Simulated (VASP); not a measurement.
Runs of VASP 6.6.1 on P. The structure is that of space group Fm-3m (No. 225), or close to it. The cells are those of the table. 

| task | cell | k mesh | cutoff (eV) | gap on the mesh (eV) | pressure (GPa) |
| --- | --- | --- | --- | --- | --- |
| single point | a = 2.911 Å, angles 60.0°, 1 atom | 15 × 15 × 15 | 520 | none | -2.3 |
| single point | a = 2.753 Å, angles 60.0°, 1 atom | 15 × 15 × 15 | 520 | none | 11.1 |
| single point | a = 2.984 Å, angles 60.0°, 1 atom | 15 × 15 × 15 | 520 | none | (b) |
| single point | a = 2.794 Å, angles 60.0°, 1 atom | 15 × 15 × 15 | 520 | none | (a) |
| single point | a = 2.948 Å, angles 60.0°, 1 atom | 15 × 15 × 15 | 520 | none | -4.4 |
| single point | a = 2.873 Å, angles 60.0°, 1 atom | 15 × 15 × 15 | 520 | none | 0.1 |
| single point | a = 2.873 Å, angles 60.0°, 1 atom | 14 × 14 × 14 | 520 | none | 0.2 |
| relaxation of cell and atoms | relaxed from a = 2.782 Å, angles 60.0°, 1 atom | 14 × 14 × 14 | 600 | none | 0.0 |

Alike in all rows: level BLYP; potentials or basis VASP PAW PBE potentials, release 64 (P); no spin polarisation; smearing fermi-dirac 0.1 eV.

Q: Fill in the values left out.

A: (a) 6.6; (b) -6.1.

Caveats: the PAW data sets were made with another functional, which shifts forces and pressure a little.

A gap of «none» marks levels without a gap at the run's occupations.
